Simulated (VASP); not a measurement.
# Ru in VASP: notebook

Ru is run at these levels: PBE; tasks: electric field gradients.

Everything below comes from runs of VASP 6.6.1. Logs are shortened: lines on timing, memory, paths and dates and some standing lists are left out, and cuts for length are marked.

## (1) The cell of the first run

The structure is hexagonal, space group P6_3/mmc (No. 194). The conventional cell has a = 2.715 Å, b = 2.715 Å, c = 4.296 Å, α = 90.00°, β = 90.00°, γ = 120.00°. Ru (site symmetry -6m2) has 12 Ru at 2.66 to 2.71 Å within 3.5 Å.

## (2) Electric field gradients, PBE (volume scaled by 1.01)

Contents of INCAR:

```
  ALGO = Normal
  EDIFF = 1E-8
  ENCUT = 520
  GGA = PE
  ISIF = 2
  ISMEAR = -1
  LASPH = True
  LCHARG = False
  LEFG = True
  LREAL = False
  LWAVE = False
  NBANDS = 21
  NELM = 60
  PREC = Accurate
  SIGMA = 0.03
```

Contents of KPOINTS:

```
k-points
0
Gamma
  14 14 8
```

Contents of POSCAR:

```
Ru
1.0
    2.7147887668      0.0000000000      0.0000000000
   -1.3573943834      2.3510760380      0.0000000000
    0.0000000000      0.0000000000      4.2961256859
Ru
2
Direct
    0.3333333333      0.6666666667      0.2500000000
    0.6666666667      0.3333333333      0.7500000000
```

Potentials or basis: VASP PAW PBE potentials, release 64 (Ru_pv).

On the command line:

```console
$ cat potpaw_PBE.64/Ru_pv/POTCAR > POTCAR
$ mpirun -np 1 vasp_std > vasp.out
```

OUTCAR:

```text
EDIFF = 1E-8
   ENCUT = 520
   GGA = PE
   ISIF = 2
   ISMEAR = -1
   LASPH = True
   LREAL = False
   NELM = 60
   PREC = Accurate

 ion  position               nearest neighbor table
   1  0.333  0.667  0.250-   2 2.66   2 2.66   2 2.66   2 2.66   2 2.66   2 2.66
   2  0.667  0.333  0.750-   1 2.66   1 2.66   1 2.66   1 2.66   1 2.66   1 2.66

  LATTYP: Found a hexagonal cell.
 ALAT       =     2.7147887668
 C/A-ratio  =     1.5824898565

  Lattice vectors:

 A1 = (   2.7147887668,   0.0000000000,   0.0000000000)
 A2 = (  -1.3573943834,   2.3510760380,   0.0000000000)
 A3 = (   0.0000000000,   0.0000000000,   4.2961256859)

Analysis of symmetry for initial positions (statically):
=====================================================================
 Subroutine PRICEL returns:
 Original cell was already a primitive cell.

 Routine SETGRP: Setting up the symmetry group for a
 hexagonal supercell.

 Subroutine GETGRP returns: Found 24 space group operations
 (whereof 12 operations were pure point group operations)
 out of a pool of 24 trial point group operations.

The static configuration has the point symmetry D_3d.
 The point group associated with its full space group is D_6h.

Analysis of symmetry for dynamics (positions and initial velocities):
=====================================================================
 Subroutine PRICEL returns:
 Original cell was already a primitive cell.

 Routine SETGRP: Setting up the symmetry group for a
 hexagonal supercell.

 Subroutine GETGRP returns: Found 24 space group operations
 (whereof 12 operations were pure point group operations)
 out of a pool of 24 trial point group operations.

The dynamic configuration has the point symmetry D_3d.
 The point group associated with its full space group is D_6h.

 Subroutine INISYM returns: Found 24 space group operations
 (whereof 12 operations are pure point group operations),
 and found     1 'primitive' translations

----------------------------------------------------------------------------------------

                                     Primitive cell

  volume of cell :      27.4208

  direct lattice vectors                    reciprocal lattice vectors
     2.714788767  0.000000000  0.000000000     0.368352784  0.212668579  0.000000000
    -1.357394383  2.351076038  0.000000000     0.000000000  0.425337158  0.000000000
     0.000000000  0.000000000  4.296125686     0.000000000  0.000000000  0.232767864

  length of vectors
     2.714788767  2.714788767  4.296125686     0.425337158  0.425337158  0.232767864

  position of ions in fractional coordinates (direct lattice)
     0.333333333  0.666666667  0.250000000
     0.666666667  0.333333333  0.750000000

  ion indices of the primitive-cell ions
   primitive index   ion index
                 1           1
                 2           2

----------------------------------------------------------------------------------------

 KPOINTS: k-points

Automatic generation of k-mesh.
 Grid dimensions read from file:
 generate k-points for:   14   14    8

 Generating k-lattice:

  Cartesian coordinates                     Fractional coordinates (reciprocal lattice)
     0.026310913  0.015190613  0.000000000     0.071428571 -0.000000000  0.000000000
     0.000000000  0.030381226  0.000000000     0.000000000  0.071428571  0.000000000
     0.000000000  0.000000000  0.029095983     0.000000000  0.000000000  0.125000000

  Length of vectors
     0.030381226  0.030381226  0.029095983

  Shift w.r.t. Gamma in fractional coordinates (k-lattice)
     0.000000000  0.000000000  0.000000000

 Subroutine IBZKPT returns following result:
 ===========================================

 Found    120 irreducible k-points:

 Following reciprocal coordinates:
            Coordinates               Weight
  0.000000  0.000000  0.000000      1.000000
  0.071429 -0.000000  0.000000      6.000000
  0.142857  0.000000  0.000000      6.000000
  0.214286 -0.000000  0.000000      6.000000
  0.285714 -0.000000  0.000000      6.000000
  0.357143 -0.000000  0.000000      6.000000
[... 16 lines left out ...]
  0.285714  0.285714  0.000000      6.000000
  0.357143  0.285714  0.000000      6.000000
 [... further k-points ...]
   k-points           NKPTS =    120   k-points in BZ     NKDIM =    120   number of bands    NBANDS=     21
   number of dos      NEDOS =    301   number of ions     NIONS =      2
   total plane-waves  NPLWV =  12800
   dimension x,y,z NGX =    20 NGY =   20 NGZ =   32
   dimension x,y,z NGXF=    40 NGYF=   40 NGZF=   64
   ions per type =               2
   NGX,Y,Z   is equivalent  to a cutoff of  12.25, 12.25, 12.38 a.u.
   NGXF,Y,Z  is equivalent  to a cutoff of  24.49, 24.49, 24.77 a.u.
 SYSTEM =  unknown system
   PREC   = accura    normal or accurate (medium, high low for compatibility)
   ISTART =      0    job   : 0-new  1-cont  2-samecut
   ICHARG =      2    charge: 1-file 2-atom 10-const
   ISPIN  =      1    spin polarized calculation?
   LNONCOLLINEAR =      F non collinear calculations
   LSORBIT =      F    spin-orbit coupling
   LASPH  =      T    aspherical Exc in radial PAW
   ENCUT  =  520.0 eV  38.22 Ry    6.18 a.u.   5.05  5.05  7.99*2*pi/ulx,y,z
   NELM   =     60;   NELMIN=  2; NELMDL= -5     # of ELM steps
   EDIFF  = 0.1E-07   stopping-criterion for ELM
   LREAL  =      F    real-space projection
   EDIFFG = 0.1E-06   stopping-criterion for IOM
   NSW    =      0    number of steps for IOM
   IBRION =     -1    ionic relax: 0-MD 1-quasi-New 2-CG
   NFREE  =      0    steps in history (QN), initial steepest desc. (CG)
   ISIF   =      2    stress and relaxation
   ISYM   =      2    0-nonsym 1-usesym 2-fastsym
   POTIM  = 0.5000    time-step for ionic-motion
   TEBEG  =    0.0;   TEEND  =   0.0 temperature during run
   PSTRESS=    0.0 pullay stress
   NELECT =      28.0000    total number of electrons
   NUPDOWN=      -1.0000    fix difference up-down
   EMIN   =  10.00;   EMAX   =-10.00  energy-range for DOS
   EFERMI =   0.00;   METHOD = LEGACY
   ISMEAR =    -1;   SIGMA  =   0.03  broadening in eV -4-tet -1-fermi 0-gaus
   EFERMI_NEDOS =   21; number of points for ismear=-14 and -15
   IALGO  =     38    algorithm
   IMIX   =      4    mixing-type and parameters
     AMIX     =   0.40;   BMIX     =  1.00
     AMIX_MAG =   1.60;   BMIX_MAG =  1.00
  volume/ion in A,a.u.               =      13.71        92.52
  Fermi-wavevector in a.u.,A,eV,Ry     =   1.648546  3.115299 36.976585  2.717702
  Thomas-Fermi vector in A             =   2.737817
   LORBIT       =      0    0 simple, 1 ext, 2 COOP (PROOUT), +10 PAW based schemes
   GGA     = PE    functional components
   LHFCALC =     F    Hartree Fock is set to
   AEXX    =    0.0000 exact exchange contribution
   IVDW    =     0    specifies the selected vdW correction
   LEPSILON=     F    determine dielectric tensor
   LRPA    =     F    only Hartree local field effects (RPA)
 non-spin polarized calculation
  energy-cutoff  :      520.00
  volume of cell :       27.42
 maximum number of plane-waves:       756
   NGX = 11   NGY = 11   NGZ = 15

 number of electron      28.0000013 magnetization

 Free energy of the ion-electron system (eV)
  ---------------------------------------------------
  ext. energy  EPLUGINS =         0.00000000
  ---------------------------------------------------
  free energy    TOTEN  =       -18.46509473 eV

  energy without entropy =      -18.45829655  energy(sigma->0) =      -18.46169564

 E-fermi :  12.6473     XC(G=0): -14.0593

 val. band max:       12.6439478210   @ k =   0.0000   0.0000   0.3750
 cond. band min:      12.6575319346   @ k =   0.2857   0.1429   0.0000
 fundamental gap:      0.0135841136
 Fermi energy:        12.6473056941

 k-point     1 :       0.0000    0.0000    0.0000
  band No.  band energies     occupation
      1     -30.9545      2.00000
      2     -30.0449      2.00000
      3     -30.0449      2.00000
      4     -29.8799      2.00000
      5     -29.8799      2.00000
      6     -29.8477      2.00000
[... 13 lines left out ...]
     20      23.0911      0.00000
     21      23.1071      0.00000
[... 529 lines left out ...]
 k-point    24 :       0.3571    0.2857    0.0000
  band No.  band energies     occupation
      1     -30.6434      2.00000
      2     -30.4668      2.00000
      3     -30.4627      2.00000
      4     -30.3429      2.00000
      5     -30.2609      2.00000
      6     -30.2534      2.00000
[... 13 lines left out ...]
     20      23.0912      0.00000
     21      23.0913      0.00000

 [... further k-points ...]

------------------------ aborting loop because EDIFF is reached ----------------------------------------

  FORCE on cell =-STRESS in cart. coord.  units (eV):
  Direction    XX          YY          ZZ          XY          YZ          ZX
  --------------------------------------------------------------------------------------
  -------------------------------------------------------------------------------------
  Total        0.3090580      0.3090580      0.0044746     -0.0000000     -0.0000000      0.0000000
  in kB       18.0580491     18.0580491      0.2614469     -0.0000000     -0.0000000      0.0000000
  external PRESSURE =      12.1258484 kB  Pullay stress =       0.0000000 kB

 VOLUME and BASIS-vectors are now :
 -----------------------------------------------------------------------------
  energy-cutoff  :      520.00
  volume of cell :       27.42
      direct lattice vectors                 reciprocal lattice vectors
     2.714788767  0.000000000  0.000000000     0.368352784  0.212668579  0.000000000
    -1.357394383  2.351076038  0.000000000     0.000000000  0.425337158  0.000000000
     0.000000000  0.000000000  4.296125686     0.000000000  0.000000000  0.232767864

 POSITION                                       TOTAL-FORCE (eV/Angst)
 -----------------------------------------------------------------------------------
     -0.00000      1.56738      1.07403         0.000000     -0.000000      0.000000
      1.35739      0.78369      3.22209        -0.000000      0.000000      0.000000
 -----------------------------------------------------------------------------------
    total drift:                               -0.000000      0.000000     -0.000000

  FREE ENERGIE OF THE ION-ELECTRON SYSTEM (eV)
  ---------------------------------------------------
  free  energy   TOTEN  =       -18.4650947294 eV

  energy  without entropy=      -18.4582965462  energy(sigma->0) =      -18.46169564

 Electric field gradients (V/A^2)
---------------------------------------------------------------------
 ion       V_xx      V_yy      V_zz      V_xy      V_xz      V_yz
---------------------------------------------------------------------
   1       6.324     6.326   -12.650     0.002     0.000    -0.000
   2       6.324     6.326   -12.650     0.002    -0.000     0.000
---------------------------------------------------------------------

 Electric field gradients after diagonalization (V/A^2)
 (convention: |V_zz| > |V_xx| > |V_yy|)
----------------------------------------------------------------------
 ion       V_xx      V_yy      V_zz     asymmetry (V_yy - V_xx)/ V_zz
----------------------------------------------------------------------
   1       6.327     6.323   -12.650       0.000
   2       6.327     6.323   -12.650       0.000
----------------------------------------------------------------------

           NMR quadrupolar parameters

 Cq : quadrupolar parameter    Cq=e*Q*V_zz/h
 eta: asymmetry parameters     (V_yy - V_xx)/ V_zz
 Q  : nuclear electric quadrupole moment in mb (millibarn)
----------------------------------------------------------------------
 ion       Cq(MHz)       eta       Q (mb)
----------------------------------------------------------------------
   1      -0.031       0.000       1.000
   2      -0.031       0.000       1.000
----------------------------------------------------------------------
```

It took 42 s on 1 thread of Intel Xeon Platinum 8559C (Emerald Rapids), shared host; peak memory 0.17 GiB.

What came out:

```
Free energy            : -18.4651 eV
Pressure               : 1.2 GPa
Band gap on the k mesh : zero (band 14 reaches 14.26 eV, above the bottom of band 15 at 11.18 eV)
```

Stress tensor (GPa, compression positive):
```
1.81 0.00 0.00
0.00 1.81 0.00
0.00 0.00 0.03
```

Electric field gradients, principal values (V/Å²):
| atom | least | middle | greatest (by size) |
| --- | --- | --- | --- |
| 1 Ru | 6.323 | 6.327 | -12.650 |
| 2 Ru | 6.323 | 6.327 | -12.650 |

Caveat: without QUAD_EFG the Cq values of the log hold for a quadrupole moment of 1 mb, not for the nuclei.

## (3) Electric field gradients, PBE (volume scaled by 1.02)

Contents of INCAR:

```
  PREC = Accurate
  ENCUT = 520
  EDIFF = 1E-8
  ISMEAR = -1
  SIGMA = 0.03
  LREAL = F
  LASPH = T
  NELM = 80
  ALGO = Normal
  ISIF = 2
  LWAVE = F
  LCHARG = F
  GGA = PE
  LEFG = T
  NBANDS = 21
```

Contents of KPOINTS:

```
Automatic mesh
0
Gamma
  14 14 8
```

Contents of POSCAR:

```
Ru
1.0
    2.7237190573      0.0000000000      0.0000000000
   -1.3618595287      2.3588098964      0.0000000000
    0.0000000000      0.0000000000      4.3102577801
Ru
2
Direct
    0.3333333333      0.6666666667      0.2500000000
    0.6666666667      0.3333333333      0.7500000000
```

Potentials or basis: VASP PAW PBE potentials, release 64 (Ru_pv).

On the command line:

```console
$ cat potpaw_PBE.64/Ru_pv/POTCAR > POTCAR
$ mpirun -np 1 vasp_std > vasp.out
```

OUTCAR:

```text
PREC = Accurate
   ENCUT = 520
   EDIFF = 1E-8
   ISMEAR = -1
   LREAL = F
   LASPH = T
   NELM = 80
   ISIF = 2
   GGA = PE

 ion  position               nearest neighbor table
   1  0.333  0.667  0.250-   2 2.67   2 2.67   2 2.67   2 2.67   2 2.67   2 2.67
   2  0.667  0.333  0.750-   1 2.67   1 2.67   1 2.67   1 2.67   1 2.67   1 2.67

  LATTYP: Found a hexagonal cell.
 ALAT       =     2.7237190573
 C/A-ratio  =     1.5824898565

  Lattice vectors:

 A1 = (   2.7237190573,   0.0000000000,   0.0000000000)
 A2 = (  -1.3618595287,   2.3588098964,   0.0000000000)
 A3 = (   0.0000000000,   0.0000000000,   4.3102577801)

Analysis of symmetry for initial positions (statically):
=====================================================================
 Subroutine PRICEL returns:
 Original cell was already a primitive cell.

 Routine SETGRP: Setting up the symmetry group for a
[... 766 lines left out ...]
  energy-cutoff  :      520.00
  volume of cell :       27.69
      direct lattice vectors                 reciprocal lattice vectors
     2.723719057  0.000000000  0.000000000     0.367145061  0.211971300  0.000000000
    -1.361859529  2.358809896  0.000000000     0.000000000  0.423942600  0.000000000
     0.000000000  0.000000000  4.310257780     0.000000000  0.000000000  0.232004685

 POSITION                                       TOTAL-FORCE (eV/Angst)
 -----------------------------------------------------------------------------------
     -0.00000      1.57254      1.07756         0.000000      0.000000      0.000000
      1.36186      0.78627      3.23269        -0.000000     -0.000000      0.000000
 -----------------------------------------------------------------------------------
    total drift:                               -0.000000      0.000000     -0.000000

  FREE ENERGIE OF THE ION-ELECTRON SYSTEM (eV)
  ---------------------------------------------------
  free  energy   TOTEN  =       -18.4647188640 eV

  energy  without entropy=      -18.4578239304  energy(sigma->0) =      -18.46127140

 Electric field gradients (V/A^2)
---------------------------------------------------------------------
 ion       V_xx      V_yy      V_zz      V_xy      V_xz      V_yz
---------------------------------------------------------------------
   1       6.191     6.193   -12.384     0.002     0.000    -0.000
   2       6.191     6.193   -12.384     0.002    -0.000     0.000
---------------------------------------------------------------------

 Electric field gradients after diagonalization (V/A^2)
 (convention: |V_zz| > |V_xx| > |V_yy|)
----------------------------------------------------------------------
 ion       V_xx      V_yy      V_zz     asymmetry (V_yy - V_xx)/ V_zz
----------------------------------------------------------------------
   1       6.195     6.189   -12.384       0.000
   2       6.195     6.189   -12.384       0.000
----------------------------------------------------------------------

           NMR quadrupolar parameters

 Cq : quadrupolar parameter    Cq=e*Q*V_zz/h
 eta: asymmetry parameters     (V_yy - V_xx)/ V_zz
 Q  : nuclear electric quadrupole moment in mb (millibarn)
----------------------------------------------------------------------
 ion       Cq(MHz)       eta       Q (mb)
----------------------------------------------------------------------
   1      -0.030       0.000       1.000
   2      -0.030       0.000       1.000
----------------------------------------------------------------------
```

stdout:

```text
POSCAR found type information on POSCAR Ru
 POSCAR found :  1 types and       2 ions
 scaLAPACK will be used
 LDA part: xc-table for (Slater+PW92), standard interpolation
 POSCAR, INCAR and KPOINTS ok, starting setup
 FFT: planning ... GRIDC
 FFT: planning ... GRID_SOFT
 FFT: planning ... GRID
 WAVECAR not read
 entering main loop
ion   1

ion   2
```

Wall time 38 s (1 thread of Intel Xeon Platinum 8559C (Emerald Rapids), shared host); peak memory 0.17 GiB.

What came out:

```yaml
Free_energy: -18.4647 eV
Pressure: -1.9 GPa
Band_gap_on_the_k_mesh: zero (band 14 reaches 14.05 eV, above the bottom of band 15 at 11.02 eV)
```

Electric field gradients, principal values (V/Å²):
```tsv
atom	least	middle	greatest (by size)
1 Ru	6.189	6.195	-12.384
2 Ru	6.189	6.195	-12.384
```

Caveat: without QUAD_EFG the Cq values of the log hold for a quadrupole moment of 1 mb, not for the nuclei.

(Part 1 of 2 ends here.)
